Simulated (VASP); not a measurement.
# SnSe (rocksalt type) (Fm-3m) in VASP: notebook

SnSe (rocksalt type) is run at these levels: LDA; tasks: density of states.

All numbers are computed with VASP 6.6.1; they aren't measurements. Logs are shortened: lines on timing, memory, paths and dates and some standing lists are left out, and cuts for length are marked.

**1. The cell of the first run**

Symmetry: Fm-3m, No. 225, cubic system. The conventional cell has a = 5.285 Å, b = 5.285 Å, c = 5.285 Å, α = 90.00°, β = 90.00°, γ = 90.00°. Within 3.5 Å of Sn (site symmetry m-3m) lie 6 Se at 2.64 Å. Within 3.5 Å of Se (site symmetry m-3m) lie 6 Sn at 2.64 Å.

**2. Density of states, LDA (volume scaled by 0.72)**

File POSCAR:

```
SnSe
1.0
    0.0000000000      2.6427176763      2.6427176763
    2.6427176763      0.0000000000      2.6427176763
    2.6427176763      2.6427176763      0.0000000000
Sn Se
1 1
Direct
    0.0000000000      0.0000000000      0.0000000000
    0.5000000000      0.5000000000      0.5000000000
```

File INCAR.step1:

```
SYSTEM = SnSe
  PREC = Accurate
  ENCUT = 520
  EDIFF = 1E-6
  ISMEAR = -1
  SIGMA = 0.05
  LREAL = .FALSE.
  LASPH = .TRUE.
  NELM = 80
  ALGO = Normal
  ISIF = 2
  LWAVE = .FALSE.
  LCHARG = .TRUE.
  GGA = CA
  NBANDS = 17
```

File KPOINTS.step1:

```
regular mesh
0
G
  14 14 14
  0 0 0
```

File INCAR.step2:

```
SYSTEM = SnSe
  PREC = Accurate
  ENCUT = 520
  EDIFF = 1E-6
  ISMEAR = -5
  SIGMA = 0.05
  LREAL = .FALSE.
  LASPH = .TRUE.
  NELM = 80
  ALGO = Normal
  ISIF = 2
  LWAVE = .FALSE.
  LCHARG = .FALSE.
  GGA = CA
  LORBIT = 11
  NEDOS = 1001
  ICHARG = 11
```

File KPOINTS.step2:

```
regular mesh
0
G
  21 21 21
  0 0 0
```

Potentials or basis: VASP PAW LDA potentials, release 64 (Sn_d, Se).

On the command line:

```sh
cat potpaw_LDA.64/Sn_d/POTCAR potpaw_LDA.64/Se/POTCAR > POTCAR
cp INCAR.step1 INCAR
cp KPOINTS.step1 KPOINTS
mpirun -np 1 vasp_std > vasp.out
cp INCAR.step2 INCAR
cp KPOINTS.step2 KPOINTS
mpirun -np 1 vasp_std > vasp.out
```

OUTCAR:

```text
SYSTEM = SnSe
   PREC = Accurate
   ENCUT = 520
   EDIFF = 1E-6
   ISMEAR = -5
   LREAL = .FALSE.
   LASPH = .TRUE.
   NELM = 80
   ISIF = 2
   GGA = CA
   LORBIT = 11
   ICHARG = 11

 ion  position               nearest neighbor table
   1  0.000  0.000  0.000-   2 2.64   2 2.64   2 2.64   2 2.64   2 2.64   2 2.64
   2  0.500  0.500  0.500-   1 2.64   1 2.64   1 2.64   1 2.64   1 2.64   1 2.64

  LATTYP: Found a face centered cubic cell.
 ALAT       =     5.2854353526

  Lattice vectors:

 A1 = (   0.0000000000,   2.6427176763,   2.6427176763)
 A2 = (   2.6427176763,   0.0000000000,   2.6427176763)
 A3 = (   2.6427176763,   2.6427176763,   0.0000000000)

Analysis of symmetry for initial positions (statically):
=====================================================================
 Subroutine PRICEL returns:
 Original cell was already a primitive cell.

 Routine SETGRP: Setting up the symmetry group for a
 face centered cubic supercell.

 Subroutine GETGRP returns: Found 48 space group operations
 (whereof 48 operations were pure point group operations)
 out of a pool of 48 trial point group operations.

The static configuration has the point symmetry O_h .

Analysis of symmetry for dynamics (positions and initial velocities):
=====================================================================
 Subroutine PRICEL returns:
 Original cell was already a primitive cell.

 Routine SETGRP: Setting up the symmetry group for a
 face centered cubic supercell.

 Subroutine GETGRP returns: Found 48 space group operations
 (whereof 48 operations were pure point group operations)
 out of a pool of 48 trial point group operations.

The dynamic configuration has the point symmetry O_h .

 Subroutine INISYM returns: Found 48 space group operations
 (whereof 48 operations are pure point group operations),
 and found     1 'primitive' translations

----------------------------------------------------------------------------------------

                                     Primitive cell

  volume of cell :      36.9133

  direct lattice vectors                    reciprocal lattice vectors
     0.000000000  2.642717676  2.642717676    -0.189199173  0.189199173  0.189199173
     2.642717676  0.000000000  2.642717676     0.189199173 -0.189199173  0.189199173
     2.642717676  2.642717676  0.000000000     0.189199173  0.189199173 -0.189199173

  length of vectors
     3.737367179  3.737367179  3.737367179     0.327702581  0.327702581  0.327702581

  position of ions in fractional coordinates (direct lattice)
     0.000000000  0.000000000  0.000000000
     0.500000000  0.500000000  0.500000000

[... 97 lines left out ...]
     AMIX     =   0.40;   BMIX     =  1.00
     AMIX_MAG =   1.60;   BMIX_MAG =  1.00
  volume/ion in A,a.u.               =      18.46       124.55
  Fermi-wavevector in a.u.,A,eV,Ry     =   1.334619  2.522065 24.234815  1.781209
  Thomas-Fermi vector in A             =   2.463387
   LORBIT       =     11    0 simple, 1 ext, 2 COOP (PROOUT), +10 PAW based schemes
   GGA     = CA    functional components
   LHFCALC =     F    Hartree Fock is set to
   AEXX    =    0.0000 exact exchange contribution
   IVDW    =     0    specifies the selected vdW correction
   LEPSILON=     F    determine dielectric tensor
   LRPA    =     F    only Hartree local field effects (RPA)
 non-spin polarized calculation
 Fermi weights with tetrahedron method with Bloechl corrections
  energy-cutoff  :      520.00
  volume of cell :       36.91
 maximum number of plane-waves:      1018

 number of electron      20.0000003 magnetization

 Free energy of the ion-electron system (eV)
  ---------------------------------------------------
  ext. energy  EPLUGINS =         0.00000000
  ---------------------------------------------------
  free energy    TOTEN  =        -8.14762244 eV

  energy without entropy =       -8.14762244  energy(sigma->0) =       -8.14762244

 E-fermi :  11.1694     XC(G=0): -11.7241

 val. band max:       11.2116343586   @ k =  -0.1429   0.1905   0.0476
 cond. band min:      11.1536547631   @ k =   0.4762   0.0476   0.0000
 fundamental gap:     -0.0579795956
 Fermi energy:        11.1694341557

 k-point     1 :       0.0000    0.0000    0.0000
  band No.  band energies     occupation
      1     -11.1238      2.00000
      2     -11.1238      2.00000
      3     -11.0846      2.00000
      4     -11.0846      2.00000
      5     -11.0846      2.00000
      6      -6.5248      2.00000
      7       7.3147      2.00000
      8       7.3147      2.00000
      9       7.3147      2.00000
     10       7.3828      2.00000
     11      16.0769      0.00000
     12      16.0769      0.00000
     13      16.0770      0.00000
     14      16.5262      0.00000
[... 377 lines left out ...]
      1     -11.1670      2.00000
      2     -11.1660      2.00000
      3     -11.0843      2.00000
      4     -11.0345      2.00000
      5     -11.0320      2.00000
      6      -4.7869      2.00000
      7       0.6098      2.00000
      8       7.2193      2.00000
      9       7.8302      2.00000
     10      10.6140      2.00000
     11      11.6668     -0.16051
     12      11.6763      0.00000
     13      13.7701      0.00000
     14      18.6613      0.00000

 [... further k-points ...]

------------------------ aborting loop because EDIFF is reached ----------------------------------------

  FORCE on cell =-STRESS in cart. coord.  units (eV):
  Direction    XX          YY          ZZ          XY          YZ          ZX
  --------------------------------------------------------------------------------------
  -------------------------------------------------------------------------------------
  Total        9.2875162      9.2875162      9.2875162      0.0000000      0.0000000      0.0000000
  in kB      403.1139822    403.1139822    403.1139822      0.0000000      0.0000000      0.0000000
  external PRESSURE =     403.1139822 kB  Pullay stress =       0.0000000 kB

 VOLUME and BASIS-vectors are now :
 -----------------------------------------------------------------------------
  energy-cutoff  :      520.00
  volume of cell :       36.91
      direct lattice vectors                 reciprocal lattice vectors
     0.000000000  2.642717676  2.642717676    -0.189199173  0.189199173  0.189199173
     2.642717676  0.000000000  2.642717676     0.189199173 -0.189199173  0.189199173
     2.642717676  2.642717676  0.000000000     0.189199173  0.189199173 -0.189199173

 POSITION                                       TOTAL-FORCE (eV/Angst)
 -----------------------------------------------------------------------------------
      0.00000      0.00000      0.00000         0.000000      0.000000     -0.000000
      2.64272      2.64272      2.64272        -0.000000     -0.000000      0.000000
 -----------------------------------------------------------------------------------
    total drift:                               -0.000000      0.000000      0.000000

  FREE ENERGIE OF THE ION-ELECTRON SYSTEM (eV)
  ---------------------------------------------------
  free  energy   TOTEN  =        -8.1476224358 eV

  energy  without entropy=       -8.1476224358  energy(sigma->0) =       -8.14762244

 total charge

# of ion       s       p       d       tot
------------------------------------------
    1        1.353   1.099  10.100  12.552
    2        1.506   2.415   0.103   4.024
--------------------------------------------------
tot          2.859   3.514  10.203  16.576
```

Run time: 53 s. Hardware: 1 thread of Intel Xeon 6975P-C (Granite Rapids), shared host; peak memory 0.27 GiB.

What came out:

* Valence electrons inside the program's atomic spheres: Sn 12.55; Se 4.02

Levels at points of the mesh, in eV from the Fermi level:
| k point | band 8 | band 9 | band 10 | band 11 | band 12 | band 13 |
| --- | --- | --- | --- | --- | --- | --- |
| (0.00, 0.00, 0.00) | -3.85 | -3.85 | -3.79 | 4.91 | 4.91 | 4.91 |

Caveat: the cell differs from its parent crystal (volume scaled by 0.72); spin-orbit coupling is left out, which moves the levels of the heavy elements; tetrahedron occupations give inexact forces and stress in metals.

**3. Density of states, LDA**

This run uses another cell than the first one, of 25.63 Å³/atom, 1.389 times its volume.

File POSCAR:

```
SnSe
1.0
    0.0000000000      2.9485371505      2.9485371505
    2.9485371505      0.0000000000      2.9485371505
    2.9485371505      2.9485371505      0.0000000000
Sn Se
1 1
Direct
    0.0000000000      0.0000000000      0.0000000000
    0.5000000000      0.5000000000      0.5000000000
```

File INCAR.step1:

```
SYSTEM = SnSe
ALGO = Normal
EDIFF = 1E-6
ENCUT = 520
ISIF = 2
ISMEAR = -1
LASPH = .True.
LCHARG = .True.
LREAL = .False.
LWAVE = .False.
NBANDS = 17
NELM = 100
PREC = Accurate
SIGMA = 0.05
```

File KPOINTS.step1:

```
k-points
0
Gamma
  14 14 14
  0 0 0
```

File INCAR.step2:

```
SYSTEM = SnSe
ALGO = Normal
EDIFF = 1E-6
ENCUT = 520
ICHARG = 11
ISIF = 2
ISMEAR = -5
LASPH = .True.
LCHARG = .False.
LORBIT = 11
LREAL = .False.
LWAVE = .False.
NBANDS = 17
NEDOS = 1001
NELM = 100
PREC = Accurate
SIGMA = 0.05
```

File KPOINTS.step2:

```
k-points
0
Gamma
  21 21 21
  0 0 0
```

Potentials or basis: VASP PAW LDA potentials, release 64 (Sn_d, Se).

On the command line:

```sh
cat potpaw_LDA.64/Sn_d/POTCAR potpaw_LDA.64/Se/POTCAR > POTCAR
cp INCAR.step1 INCAR
cp KPOINTS.step1 KPOINTS
mpirun -np 1 vasp_std > vasp.out
cp INCAR.step2 INCAR
cp KPOINTS.step2 KPOINTS
mpirun -np 1 vasp_std > vasp.out
```

OUTCAR:

```text
SYSTEM = SnSe
   EDIFF = 1E-6
   ENCUT = 520
   ICHARG = 11
   ISIF = 2
   ISMEAR = -5
   LASPH = .True.
   LORBIT = 11
   LREAL = .False.
   NELM = 100
   PREC = Accurate

 ion  position               nearest neighbor table
   1  0.000  0.000  0.000-   2 2.95   2 2.95   2 2.95   2 2.95   2 2.95   2 2.95
   2  0.500  0.500  0.500-   1 2.95   1 2.95   1 2.95   1 2.95   1 2.95   1 2.95

  LATTYP: Found a face centered cubic cell.
 ALAT       =     5.8970743010

  Lattice vectors:

 A1 = (   0.0000000000,   2.9485371505,   2.9485371505)
 A2 = (   2.9485371505,   0.0000000000,   2.9485371505)
[... 671 lines left out ...]
  -------------------------------------------------------------------------------------
  Total        0.0062503      0.0062503      0.0062503      0.0000000      0.0000000      0.0000000
  in kB        0.1953258      0.1953258      0.1953258      0.0000000      0.0000000      0.0000000
  external PRESSURE =       0.1953258 kB  Pullay stress =       0.0000000 kB

 VOLUME and BASIS-vectors are now :
 -----------------------------------------------------------------------------
  energy-cutoff  :      520.00
  volume of cell :       51.27
      direct lattice vectors                 reciprocal lattice vectors
     0.000000000  2.948537150  2.948537150    -0.169575615  0.169575615  0.169575615
     2.948537150  0.000000000  2.948537150     0.169575615 -0.169575615  0.169575615
     2.948537150  2.948537150  0.000000000     0.169575615  0.169575615 -0.169575615

 POSITION                                       TOTAL-FORCE (eV/Angst)
 -----------------------------------------------------------------------------------
      0.00000      0.00000      0.00000         0.000000     -0.000000     -0.000000
      2.94854      2.94854      2.94854        -0.000000      0.000000      0.000000
 -----------------------------------------------------------------------------------
    total drift:                                0.000000     -0.000000     -0.000000

  FREE ENERGIE OF THE ION-ELECTRON SYSTEM (eV)
  ---------------------------------------------------
  free  energy   TOTEN  =        -9.4980461058 eV

  energy  without entropy=       -9.4980461058  energy(sigma->0) =       -9.49804611

 total charge

# of ion       s       p       d       tot
------------------------------------------
    1        1.391   0.729   9.998  12.118
    2        1.485   2.301   0.032   3.818
--------------------------------------------------
tot          2.876   3.030  10.029  15.936
```

OSZICAR.step1:

```text
N       E                     dE             d eps       ncg     rms          rms(c)
DAV:   1     0.132403105336E+03    0.13240E+03   -0.98945E+03  3621   0.149E+03
DAV:   2     0.323284773426E+01   -0.12917E+03   -0.12494E+03  3787   0.351E+02
DAV:   3    -0.933332523018E+01   -0.12566E+02   -0.12442E+02  4391   0.953E+01
DAV:   4    -0.965495631021E+01   -0.32163E+00   -0.32128E+00  4227   0.159E+01
DAV:   5    -0.966393360074E+01   -0.89773E-02   -0.89768E-02  5103   0.263E+00    0.348E+00
DAV:   6    -0.950598750739E+01    0.15795E+00   -0.36634E-01  5301   0.373E+00    0.212E+00
DAV:   7    -0.949908205077E+01    0.69055E-02   -0.61616E-02  4345   0.114E+00    0.954E-01
DAV:   8    -0.949776920538E+01    0.13128E-02   -0.61949E-03  4386   0.678E-01    0.748E-02
DAV:   9    -0.949761178703E+01    0.15742E-03   -0.11132E-03  5256   0.262E-01    0.387E-02
DAV:  10    -0.949761203641E+01   -0.24937E-06   -0.90383E-05  4173   0.564E-02    0.845E-03
DAV:  11    -0.949761277894E+01   -0.74254E-06   -0.61336E-06  4599   0.180E-02
   1 F= -.94976128E+01 E0= -.94969897E+01  d E =-.124607E-02
```

Wall time 3.6 min (1 thread of Intel Xeon 8259CL, shared host); peak memory 0.36 GiB.

What came out:

- Valence electrons inside the program's atomic spheres: Sn 12.12; Se 3.82

Levels at points of the mesh, in eV from the valence-band top:
```tsv
k point	band 7	band 8	band 9	band 10	band 11	band 12	band 13	band 14
(0.00, 0.00, 0.00)	-5.02	-2.39	-2.39	-2.39	4.41	4.41	4.41	5.75
```

Caveat: spin-orbit coupling is left out, which moves the levels of the heavy elements.
